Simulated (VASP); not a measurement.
# Ba2IrO4 (I4/mmm) in VASP: further runs

The runs below take Ba2IrO4 through single point, with LDA.

All numbers are computed with VASP 6.6.1; they aren't measurements. Logs are shortened: lines on timing, memory, paths and dates and some standing lists are left out, and cuts for length are marked.

**1. The cell of the first run**

Symmetry: I4/mmm, No. 139, tetragonal system. Conventional cell: a = 4.033 Å, b = 4.033 Å, c = 13.437 Å, α = 90.00°, β = 90.00°, γ = 90.00°. Within 3.6 Å of Ba (site symmetry 4mm) lie 9 O at 2.70 to 2.85 Å and 4 Ir at 3.45 Å. Within 2.7 Å of Ir (site symmetry 4/mmm) lie 6 O at 2.02 to 2.07 Å. O (site symmetry mmm) has 2 Ir at 2.02 Å and 4 Ba at 2.80 Å and 8 O at 2.85 to 2.89 Å within 2.9 Å. Within 2.7 Å of O (site symmetry 4mm) lie 1 Ir at 2.07 Å and 1 Ba at 2.70 Å.

**2. Single point, LDA**

File INCAR:

```
SYSTEM = Ba2IrO4
PREC = Accurate ; ENCUT = 520
EDIFF = 1E-6 ; ISMEAR = -1
SIGMA = 0.1 ; LREAL = .FALSE.
LASPH = .TRUE. ; NELM = 80
ALGO = Normal ; ISIF = 2
LWAVE = .FALSE. ; LCHARG = .FALSE.
GGA = CA ; NBANDS = 36
```

File KPOINTS:

```
regular mesh
0
G
  9 9 9
  0 0 0
```

File POSCAR:

```
Ba2IrO4
1.0
   -2.0165400000      2.0165400000      6.7183830000
    2.0165400000     -2.0165400000      6.7183830000
    2.0165400000      2.0165400000     -6.7183830000
Ba Ir O
2 1 4
Direct
    0.3549070000      0.3549070000      0.0000000000
    0.6450930000      0.6450930000      0.0000000000
    0.0000000000      0.0000000000      0.0000000000
    0.5000000000      0.0000000000      0.5000000000
    0.1542060000      0.1542060000      0.0000000000
    0.8457940000      0.8457940000      0.0000000000
    0.0000000000      0.5000000000      0.5000000000
```

Potentials or basis: VASP PAW LDA potentials, release 64 (Ba_sv, Ir, O).

On the command line:

```sh
cat potpaw_LDA.64/Ba_sv/POTCAR potpaw_LDA.64/Ir/POTCAR potpaw_LDA.64/O/POTCAR > POTCAR
mpirun -np 1 vasp_std > vasp.out
```

OUTCAR:

```text
SYSTEM = Ba2IrO4
   PREC = Accurate
   ENCUT = 520
   EDIFF = 1E-6
   ISMEAR = -1
   LREAL = .FALSE.
   LASPH = .TRUE.
   NELM = 80
   ISIF = 2
   GGA = CA

 ion  position               nearest neighbor table
   1  0.355  0.355  0.000-   5 2.70   4 2.80   7 2.80   4 2.80   7 2.80   6 2.85   6 2.85   6 2.85
                             6 2.85   3 3.45   3 3.45   3 3.45   3 3.45   2 3.90   2 4.01   2 4.01
   2  0.645  0.645  0.000-   6 2.70   4 2.80   7 2.80   4 2.80   7 2.80   5 2.85   5 2.85   5 2.85
                             5 2.85   3 3.45   3 3.45   3 3.45   3 3.45   1 3.90   1 4.01   1 4.01
   3  0.000  0.000  0.000-   4 2.02   7 2.02   7 2.02   4 2.02   6 2.07   5 2.07   2 3.45   1 3.45
                             2 3.45   1 3.45   2 3.45   1 3.45   2 3.45   1 3.45
   4  0.500  0.000  0.500-   3 2.02   3 2.02   2 2.80   1 2.80   1 2.80   2 2.80
   5  0.154  0.154  0.000-   3 2.07   1 2.70   2 2.85   2 2.85   2 2.85   2 2.85
   6  0.846  0.846  0.000-   3 2.07   2 2.70   1 2.85   1 2.85   1 2.85   1 2.85
   7  0.000  0.500  0.500-   3 2.02   3 2.02   2 2.80   1 2.80   2 2.80   1 2.80

  LATTYP: Found a body centered tetragonal cell.
 ALAT       =     4.0330800000
 C/A-ratio  =     3.3316388467

  Lattice vectors:

 A1 = (  -2.0165400000,   2.0165400000,   6.7183830000)
 A2 = (   2.0165400000,  -2.0165400000,   6.7183830000)
 A3 = (   2.0165400000,   2.0165400000,  -6.7183830000)

Analysis of symmetry for initial positions (statically):
=====================================================================
 Subroutine PRICEL returns:
 Original cell was already a primitive cell.

 Routine SETGRP: Setting up the symmetry group for a
 body centered tetragonal supercell.

 Subroutine GETGRP returns: Found 16 space group operations
 (whereof 16 operations were pure point group operations)
 out of a pool of 16 trial point group operations.

The static configuration has the point symmetry D_4h.

Analysis of symmetry for dynamics (positions and initial velocities):
=====================================================================
 Subroutine PRICEL returns:
 Original cell was already a primitive cell.

 Routine SETGRP: Setting up the symmetry group for a
 body centered tetragonal supercell.

 Subroutine GETGRP returns: Found 16 space group operations
 (whereof 16 operations were pure point group operations)
 out of a pool of 16 trial point group operations.

The dynamic configuration has the point symmetry D_4h.

 Subroutine INISYM returns: Found 16 space group operations
 (whereof 16 operations are pure point group operations),
[... 111 lines left out ...]
   NFREE  =      0    steps in history (QN), initial steepest desc. (CG)
   ISIF   =      2    stress and relaxation
   ISYM   =      2    0-nonsym 1-usesym 2-fastsym
   POTIM  = 0.5000    time-step for ionic-motion
   TEBEG  =    0.0;   TEEND  =   0.0 temperature during run
   PSTRESS=    0.0 pullay stress
   NELECT =      53.0000    total number of electrons
   NUPDOWN=      -1.0000    fix difference up-down
   EMIN   =  10.00;   EMAX   =-10.00  energy-range for DOS
   EFERMI =   0.00;   METHOD = LEGACY
   ISMEAR =    -1;   SIGMA  =   0.10  broadening in eV -4-tet -1-fermi 0-gaus
   EFERMI_NEDOS =   21; number of points for ismear=-14 and -15
   IALGO  =     38    algorithm
   IMIX   =      4    mixing-type and parameters
     AMIX     =   0.40;   BMIX     =  1.00
     AMIX_MAG =   1.60;   BMIX_MAG =  1.00
  volume/ion in A,a.u.               =      15.61       105.35
  Fermi-wavevector in a.u.,A,eV,Ry     =   1.286236  2.430634 22.509518  1.654403
  Thomas-Fermi vector in A             =   2.418323
   LORBIT       =      0    0 simple, 1 ext, 2 COOP (PROOUT), +10 PAW based schemes
   GGA     = CA    functional components
   LHFCALC =     F    Hartree Fock is set to
   AEXX    =    0.0000 exact exchange contribution
   IVDW    =     0    specifies the selected vdW correction
   LEPSILON=     F    determine dielectric tensor
   LRPA    =     F    only Hartree local field effects (RPA)
 non-spin polarized calculation
  energy-cutoff  :      520.00
  volume of cell :      109.28
 maximum number of plane-waves:      2977
   NGX = 27   NGY = 27   NGZ = 27

 number of electron      52.9999998 magnetization

 Free energy of the ion-electron system (eV)
  ---------------------------------------------------
  ext. energy  EPLUGINS =         0.00000000
  ---------------------------------------------------
  free energy    TOTEN  =       -51.57493614 eV

  energy without entropy =      -51.45143788  energy(sigma->0) =      -51.51318701

 E-fermi :   3.9832     XC(G=0): -11.1202

 val. band max:        3.9795232919   @ k =  -0.4444   0.3333  -0.0000
 cond. band min:       3.9838677276   @ k =   0.3333   0.2222   0.1111
 fundamental gap:      0.0043444357
 Fermi energy:         3.9832005950

 k-point     1 :       0.0000    0.0000    0.0000
  band No.  band energies     occupation
      1     -22.6510      2.00000
      2     -22.4336      2.00000
      3     -15.2791      2.00000
      4     -14.5146      2.00000
      5     -13.0797      2.00000
      6     -12.8074      2.00000
[... 925 lines left out ...]
     35      10.9669      0.00000
     36      11.8779      0.00000

 [... further k-points ...]

------------------------ aborting loop because EDIFF is reached ----------------------------------------

  FORCE on cell =-STRESS in cart. coord.  units (eV):
  Direction    XX          YY          ZZ          XY          YZ          ZX
  --------------------------------------------------------------------------------------
  -------------------------------------------------------------------------------------
  Total       -4.3308124     -4.3308124     -4.7539680      0.0000000      0.0000000      0.0000000
  in kB      -63.4952913    -63.4952913    -69.6992987      0.0000000      0.0000000      0.0000000
  external PRESSURE =     -65.5632937 kB  Pullay stress =       0.0000000 kB

 VOLUME and BASIS-vectors are now :
 -----------------------------------------------------------------------------
  energy-cutoff  :      520.00
  volume of cell :      109.28
      direct lattice vectors                 reciprocal lattice vectors
    -2.016540000  2.016540000  6.718383000     0.000000000  0.247949458  0.074422670
     2.016540000 -2.016540000  6.718383000     0.247949458  0.000000000  0.074422670
     2.016540000  2.016540000 -6.718383000     0.247949458  0.247949458  0.000000000

 POSITION                                       TOTAL-FORCE (eV/Angst)
 -----------------------------------------------------------------------------------
      0.00000      0.00000      4.76880        -0.000000     -0.000000      0.129070
      0.00000      0.00000      8.66796        -0.000000     -0.000000     -0.129070
      0.00000      0.00000      0.00000        -0.000000     -0.000000     -0.000000
      0.00000      2.01654      0.00000        -0.000000     -0.000000      0.000000
      0.00000      0.00000      2.07203        -0.000000     -0.000000     -0.237138
      0.00000      0.00000     11.36474         0.000000      0.000000      0.237138
      2.01654      0.00000      0.00000        -0.000000     -0.000000     -0.000000
 -----------------------------------------------------------------------------------
    total drift:                               -0.000000     -0.000000      0.000000

  FREE ENERGIE OF THE ION-ELECTRON SYSTEM (eV)
  ---------------------------------------------------
  free  energy   TOTEN  =       -51.5749361350 eV

  energy  without entropy=      -51.4514378824  energy(sigma->0) =      -51.51318701
```

OSZICAR:

```text
N       E                     dE             d eps       ncg     rms          rms(c)
DAV:   1     0.421356680462E+03    0.42136E+03   -0.25755E+04  5408   0.138E+03
DAV:   2    -0.233796766299E+02   -0.44474E+03   -0.42381E+03  6268   0.325E+02
DAV:   3    -0.595707097382E+02   -0.36191E+02   -0.35489E+02  6876   0.103E+02
DAV:   4    -0.612454407042E+02   -0.16747E+01   -0.16668E+01  8456   0.200E+01
DAV:   5    -0.612800662532E+02   -0.34626E-01   -0.34603E-01  7024   0.262E+00    0.342E+01
DAV:   6    -0.529598723930E+02    0.83202E+01   -0.53741E+01  7688   0.466E+01    0.213E+01
DAV:   7    -0.518175393262E+02    0.11423E+01   -0.85845E+00  7712   0.255E+01    0.979E+00
DAV:   8    -0.515963514232E+02    0.22119E+00   -0.10556E+00  8020   0.848E+00    0.317E+00
DAV:   9    -0.515775849606E+02    0.18766E-01   -0.80084E-02  7096   0.186E+00    0.910E-01
DAV:  10    -0.515750434714E+02    0.25415E-02   -0.12615E-02  8252   0.857E-01    0.253E-01
DAV:  11    -0.515749147549E+02    0.12872E-03   -0.13613E-03  8236   0.268E-01    0.849E-02
DAV:  12    -0.515749344678E+02   -0.19713E-04   -0.17221E-04  6924   0.835E-02    0.289E-02
DAV:  13    -0.515749355689E+02   -0.11011E-05   -0.24730E-05  7288   0.355E-02    0.767E-03
DAV:  14    -0.515749361350E+02   -0.56611E-06   -0.38253E-06  6000   0.131E-02
   1 F= -.51574936E+02 E0= -.51513187E+02  d E =-.123498E+00
```

stdout:

```text
POSCAR found type information on POSCAR BaIrO
 POSCAR found :  3 types and       7 ions
 scaLAPACK will be used
 LDA part: xc-table for (Slater(with rela. corr.)+CA(PZ))
 , standard interpolation
 POSCAR, INCAR and KPOINTS ok, starting setup
 FFT: planning ... GRIDC
 FFT: planning ... GRID_SOFT
 FFT: planning ... GRID
 WAVECAR not read
 entering main loop
```

Run time: 19 min. Hardware: 1 thread of Oxide Virtual Turin-like, shared host; peak memory 0.44 GiB.

What came out:

* Free energy: -51.5749 eV
* Pressure: -6.6 GPa
* Largest force: 0.237 eV/Å
* Band gap on the k mesh: zero (an odd number of electrons rules out a gap without spin polarisation)

Forces on the atoms (eV/Å):
```
Ba   0.000  0.000  0.129
Ba   0.000  0.000 -0.129
Ir   0.000  0.000  0.000
O    0.000  0.000  0.000
O    0.000  0.000 -0.237
O    0.000  0.000  0.237
O    0.000  0.000  0.000
```

Stress tensor (GPa, compression positive):
```
-6.35  0.00  0.00
 0.00 -6.35  0.00
 0.00  0.00 -6.97
```

Levels at points of the mesh, in eV from the Fermi level:
```
           k point  band 23  band 24  band 25  band 26  band 27  band 28  band 29  band 30  band 31  band 32
(0.00, 0.00, 0.00)    -2.19    -1.94    -1.94    -0.87    -0.87    -0.49     1.28     2.69     3.14     3.48
```

Caveat: the cell stands under tension; spin-orbit coupling is left out, which moves the levels of the heavy elements; an odd number of electrons without spin polarisation forces a metal; a magnetic or distorted state may lie lower.

(Part 1 of 2 ends here.)
